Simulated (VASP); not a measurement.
# CO in VASP: notebook

Runs on CO. Level: PBE+D3(BJ). Tasks: single point, relaxation of the atoms.

Everything below comes from runs of VASP 6.6.1. Logs are shortened: lines on timing, memory, paths and dates and some standing lists are left out, and cuts for length are marked.

## (1) The cell of the first run

The cell holds a molecule in a box, 2 atoms: a = 15.000 Å, b = 15.500 Å, c = 16.000 Å, α = 90.00°, β = 90.00°, γ = 90.00°.

## (2) Single point, PBE+D3(BJ)

INCAR

```
SYSTEM = CO
PREC = Accurate
ENCUT = 520
EDIFF = 1E-6
ISMEAR = 0
SIGMA = 0.005
LREAL = .False.
LASPH = .True.
NELM = 60
ALGO = Normal
ISIF = 2
LWAVE = .False.
LCHARG = .True.
GGA = PE
IVDW = 12
LELF = .True.
LVHAR = .True.
ISYM = 0
NBANDS = 12
```

KPOINTS

```
regular mesh
0
Gamma
  1 1 1
  0 0 0
```

POSCAR

```
CO
1.0
   15.0000000000      0.0000000000      0.0000000000
    0.0000000000     15.5000000000      0.0000000000
    0.0000000000      0.0000000000     16.0000000000
C O
1 1
Direct
    0.5018288959      0.4990307551      0.4645799185
    0.4981711041      0.5009692449      0.5354200815
```

Potentials or basis: VASP PAW PBE potentials, release 64 (C, O).

The run is started by

```sh
> cat potpaw_PBE.64/C/POTCAR potpaw_PBE.64/O/POTCAR > POTCAR
> mpirun -np 1 vasp_gam > vasp.out
```

OUTCAR:

```text
SYSTEM = CO
   PREC = Accurate
   ENCUT = 520
   EDIFF = 1E-6
   ISMEAR = 0
   LREAL = .False.
   LASPH = .True.
   NELM = 60
   ISIF = 2
   GGA = PE
   IVDW = 12
   ISYM = 0
 IVDW          = 12

 ion  position               nearest neighbor table
   1  0.502  0.499  0.465-   2 1.14
   2  0.498  0.501  0.535-   1 1.14

IMPORTANT INFORMATION: All symmetrisations will be switched off!
NOSYMM: (Re-)initialisation of all symmetry stuff for point group C_1.

----------------------------------------------------------------------------------------

                                     Primitive cell

  volume of cell :    3720.0000

  direct lattice vectors                    reciprocal lattice vectors
    15.000000000  0.000000000  0.000000000     0.066666667  0.000000000  0.000000000
     0.000000000 15.500000000  0.000000000     0.000000000  0.064516129  0.000000000
     0.000000000  0.000000000 16.000000000     0.000000000  0.000000000  0.062500000

  length of vectors
    15.000000000 15.500000000 16.000000000     0.066666667  0.064516129  0.062500000

  position of ions in fractional coordinates (direct lattice)
     0.501828896  0.499030755  0.464579919
     0.498171104  0.500969245  0.535420081

  ion indices of the primitive-cell ions
   primitive index   ion index
                 1           1
                 2           2

----------------------------------------------------------------------------------------

 KPOINTS: regular mesh

Automatic generation of k-mesh.
 Grid dimensions read from file:
 generate k-points for:    1    1    1

 Generating k-lattice:

  Cartesian coordinates                     Fractional coordinates (reciprocal lattice)
     0.066666667  0.000000000  0.000000000     1.000000000  0.000000000  0.000000000
     0.000000000  0.064516129  0.000000000     0.000000000  1.000000000  0.000000000
     0.000000000  0.000000000  0.062500000     0.000000000  0.000000000  1.000000000

  Length of vectors
     0.066666667  0.064516129  0.062500000

  Shift w.r.t. Gamma in fractional coordinates (k-lattice)
     0.000000000  0.000000000  0.000000000

 Subroutine IBZKPT returns following result:
 ===========================================

 Found      1 irreducible k-points:

 Following reciprocal coordinates:
            Coordinates               Weight
  0.000000  0.000000  0.000000      1.000000
   k-points           NKPTS =      1   k-points in BZ     NKDIM =      1   number of bands    NBANDS=     12
   number of dos      NEDOS =    301   number of ions     NIONS =      2
   total plane-waves  NPLWV = ******
   dimension x,y,z NGX =   112 NGY =  120 NGZ =  120
   dimension x,y,z NGXF=   224 NGYF=  240 NGZF=  240
   ions per type =               1   1
   NGX,Y,Z   is equivalent  to a cutoff of  12.41, 12.87, 12.47 a.u.
   NGXF,Y,Z  is equivalent  to a cutoff of  24.83, 25.74, 24.94 a.u.
 SYSTEM =  CO
   PREC   = accura    normal or accurate (medium, high low for compatibility)
   ISTART =      0    job   : 0-new  1-cont  2-samecut
   ICHARG =      2    charge: 1-file 2-atom 10-const
   ISPIN  =      1    spin polarized calculation?
   LNONCOLLINEAR =      F non collinear calculations
   LSORBIT =      F    spin-orbit coupling
   LASPH  =      T    aspherical Exc in radial PAW
   ENCUT  =  520.0 eV  38.22 Ry    6.18 a.u.  27.89 28.82 29.75*2*pi/ulx,y,z
   NELM   =     60;   NELMIN=  2; NELMDL= -5     # of ELM steps
   EDIFF  = 0.1E-05   stopping-criterion for ELM
   LREAL  =      F    real-space projection
   EDIFFG = 0.1E-04   stopping-criterion for IOM
   NSW    =      0    number of steps for IOM
   IBRION =     -1    ionic relax: 0-MD 1-quasi-New 2-CG
   NFREE  =      0    steps in history (QN), initial steepest desc. (CG)
   ISIF   =      2    stress and relaxation
   ISYM   =      0    0-nonsym 1-usesym 2-fastsym
   POTIM  = 0.5000    time-step for ionic-motion
   TEBEG  =    0.0;   TEEND  =   0.0 temperature during run
   PSTRESS=    0.0 pullay stress
   NELECT =      10.0000    total number of electrons
   NUPDOWN=      -1.0000    fix difference up-down
   EMIN   =  10.00;   EMAX   =-10.00  energy-range for DOS
   EFERMI =   0.00;   METHOD = LEGACY
   ISMEAR =     0;   SIGMA  =   0.01  broadening in eV -4-tet -1-fermi 0-gaus
   EFERMI_NEDOS =   21; number of points for ismear=-14 and -15
   IALGO  =     38    algorithm
   IMIX   =      4    mixing-type and parameters
     AMIX     =   0.40;   BMIX     =  1.00
     AMIX_MAG =   1.60;   BMIX_MAG =  1.00
  volume/ion in A,a.u.               =    1860.00     12551.90
  Fermi-wavevector in a.u.,A,eV,Ry     =   0.227629  0.430156  0.704984  0.051815
  Thomas-Fermi vector in A             =   1.017343
   LORBIT       =      0    0 simple, 1 ext, 2 COOP (PROOUT), +10 PAW based schemes
   GGA     = PE    functional components
   LHFCALC =     F    Hartree Fock is set to
   AEXX    =    0.0000 exact exchange contribution
   IVDW    =    12    specifies the selected vdW correction
   LEPSILON=     F    determine dielectric tensor
   LRPA    =     F    only Hartree local field effects (RPA)
 non-spin polarized calculation
 Gauss-broadening in eV      SIGMA  =   0.01
  energy-cutoff  :      520.00
  volume of cell :     3720.00
 maximum number of plane-waves:     50071
 NGX is ok and might be reduce to   112
   NGX = 55   NGY = 57   NGZ = 59

 number of electron      10.0000007 magnetization

 Free energy of the ion-electron system (eV)
  ---------------------------------------------------
  ext. energy  EPLUGINS =         0.00000000
  ---------------------------------------------------
  free energy    TOTEN  =       -14.78798415 eV

  energy without entropy =      -14.78798415  energy(sigma->0) =      -14.78798415

 E-fermi :  -8.9661     XC(G=0):  -0.1902

 val. band max:       -9.0220015352   @ k =   0.0000   0.0000   0.0000
 cond. band min:      -2.0509930781   @ k =   0.0000   0.0000   0.0000
 fundamental gap:      6.9710084571
 Fermi energy:        -8.9660998318

 k-point     1 :       0.0000    0.0000    0.0000
  band No.  band energies     occupation
      1     -29.3498      2.00000
      2     -14.0236      2.00000
      3     -11.7853      2.00000
      4     -11.7853      2.00000
      5      -9.0220      2.00000
      6      -2.0510      0.00000
      7      -2.0510      0.00000
      8      -0.1350      0.00000
      9       0.3581      0.00000
     10       0.4792      0.00000
     11       0.5196      0.00000
     12       0.5603      0.00000

------------------------ aborting loop because EDIFF is reached ----------------------------------------

 Edisp (eV)   -0.01120

 E8    (eV) :    -0.0034

  FORCE on cell =-STRESS in cart. coord.  units (eV):
  Direction    XX          YY          ZZ          XY          YZ          ZX
  --------------------------------------------------------------------------------------
  -------------------------------------------------------------------------------------
  Total      -0.03520    -0.03711     1.01788    -0.00124     0.02793    -0.05109
  in kB      -0.01516    -0.01598     0.43839    -0.00053     0.01203    -0.02200
  external pressure =        0.14 kB  Pullay stress =        0.00 kB

 VOLUME and BASIS-vectors are now :
 -----------------------------------------------------------------------------
  energy-cutoff  :      520.00
  volume of cell :     3720.00
      direct lattice vectors                 reciprocal lattice vectors
    15.000000000  0.000000000  0.000000000     0.066666667  0.000000000  0.000000000
     0.000000000 15.500000000  0.000000000     0.000000000  0.064516129  0.000000000
     0.000000000  0.000000000 16.000000000     0.000000000  0.000000000  0.062500000

 POSITION                                       TOTAL-FORCE (eV/Angst)
 -----------------------------------------------------------------------------------
      7.52743      7.73498      7.43328         0.045924     -0.024756     -0.944406
      7.47257      7.76502      8.56672        -0.045924      0.024756      0.944406
 -----------------------------------------------------------------------------------
    total drift:                               -0.000508     -0.000380      0.001130

  FREE ENERGIE OF THE ION-ELECTRON SYSTEM (eV)
  ---------------------------------------------------
  free  energy   TOTEN  =       -14.7991835498 eV

  energy  without entropy=      -14.7991835498  energy(sigma->0) =      -14.79918355
```

Wall time 5.5 min (1 thread of Oxide Virtual Turin-like, shared host); peak memory 2.1 GiB.

What came out:

```yaml
Free_energy: -14.7992 eV
Largest_force: 0.946 eV/Å
Gap_between_the_frontier_levels: 6.97 eV
Dispersion_energy_per_atom: -0.006 eV
```

Forces on the atoms (eV/Å):
```
C    0.046 -0.025 -0.944
O   -0.046  0.025  0.944
```

## (3) Relaxation of the atoms, PBE+D3(BJ)

INCAR

```
PREC = Accurate
ENCUT = 520
EDIFF = 1E-6
ISMEAR = 0
SIGMA = 0.005
LREAL = False
LASPH = True
NELM = 60
ALGO = Normal
ISIF = 2
LWAVE = False
LCHARG = False
GGA = PE
IVDW = 12
IBRION = 2
NSW = 100
EDIFFG = -0.01
ISYM = 0
```

KPOINTS

```
Automatic mesh
0
Gamma
  1 1 1
```

POSCAR

```
CO
1.0
   15.0000000000      0.0000000000      0.0000000000
    0.0000000000     15.5000000000      0.0000000000
    0.0000000000      0.0000000000     16.0000000000
C O
1 1
Direct
    0.5017982093      0.4990469909      0.4651708543
    0.4982017907      0.5009530091      0.5348291457
```

Potentials or basis: VASP PAW PBE potentials, release 64 (C, O).

The run is started by

```sh
> cat potpaw_PBE.64/C/POTCAR potpaw_PBE.64/O/POTCAR > POTCAR
> mpirun -np 1 vasp_gam > vasp.out
```

Run time: 25 min. Hardware: 1 thread of Oxide Virtual Turin-like, shared host; peak memory 2.1 GiB.

It converged, with:

```
Free energy                     : -14.8030 eV
Energy gained by relaxing       : 22.2 meV/atom
Ionic steps                     : 13
Largest force after relaxing    : 0.009 eV/Å
Gap between the frontier levels : 6.91 eV
Dispersion energy per atom      : -0.006 eV
```

Forces in eV/Å, atoms in the order of the input:
```
C    0.001  0.000 -0.009
O   -0.001  0.000  0.009
```

The path:
```tsv
step	energy change (eV)	largest force (eV/Å)	pressure (GPa)
1	0.0000	3.3895	0.05
2	2.6130	12.4441	-0.26
3	0.0508	4.2009	-0.07
4	-0.0433	0.4771	-0.01
5	-0.0443	0.0448	0.00
6	-0.0443	0.0165	0.00
7	-0.0443	0.0166	0.00
8	-0.0443	0.0144	0.00
9	-0.0443	0.0141	0.00
10	-0.0443	0.0138	0.00
11	-0.0443	0.0131	0.00
12	-0.0443	0.0117	0.00
13	-0.0443	0.0090	0.00
```

Final structure:
```
CELL_PARAMETERS angstrom
15.00000 0.00000 0.00000
0.00000 15.50000 0.00000
0.00000 0.00000 16.00000
ATOMIC_POSITIONS crystal
C 0.50184 0.49903 0.46433
O 0.49816 0.50097 0.53567
```

Levels at points of the mesh, in eV from the valence-band top:
```
           k point  band 2  band 3  band 4  band 5  band 6  band 7  band 8  band 9
(0.00, 0.00, 0.00)   -4.99   -2.68   -2.68    0.00    6.91    6.91    8.90    9.40
```
